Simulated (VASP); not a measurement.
Runs of VASP 6.6.1 on Na2Al2O. The structure is that of space group P-3m1 (No. 164), or close to it. The cells are those of the table. 

| task | spin | cell | k mesh | cutoff (eV) | gap on the mesh (eV) | pressure (GPa) | relaxed volume (Å³/atom) | largest force (eV/Å) |
| --- | --- | --- | --- | --- | --- | --- | --- | --- |
| single point | collinear, ferromagnetic start | a = 3.012, b = 3.012, c = 11.464 Å, angles 90.0, 90.0, 120.0°, 5 atoms | 6 × 6 × 2 | 520 | none | (a) | - | 0.06 |
| relaxation of cell and atoms | off | relaxed from a = 4.001, b = 4.001, c = 6.313 Å, angles 90.0, 90.0, 120.0°, 5 atoms | 6 × 6 × 4 | 600 | none | 0.1 | 16.59 | 0.02 |
| relaxation of cell and atoms | off | relaxed from a = 3.012, b = 3.012, c = 11.464 Å, angles 90.0, 90.0, 120.0°, 5 atoms | 12 × 12 × 4 | 600 | none | 0.1 | (b) | 0.01 |
| single point | off | a = 3.017, b = 3.017, c = 11.352 Å, angles 90.0, 90.0, 120.0°, 5 atoms | 12 × 12 × 4 | 520 | none | 0.0 | - | - |
| single point | off | a = 4.001, b = 4.001, c = 6.313 Å, angles 90.0, 90.0, 120.0°, 5 atoms | 6 × 6 × 4 | 520 | none | 16.9 | - | 4.81 |
| single point | off | a = 3.012, b = 3.012, c = 11.464 Å, angles 90.0, 90.0, 120.0°, 5 atoms | 6 × 6 × 4 | 520 | none | 0.0 | - | 0.01 |

Alike in all rows: level PBE; potentials or basis VASP PAW PBE potentials, release 64 (Na_pv, Al, O); smearing gaussian 0.1 eV.

Question: Fill in the values left out.

Answer: (a) -0.1; (b) 17.88.

Caveats: some runs use coarse meshes; forces of over 1 eV/Å act on the atoms, so gaps and moduli don't describe the material at rest (some runs).

A gap of «none» marks levels without a gap at the run's occupations.
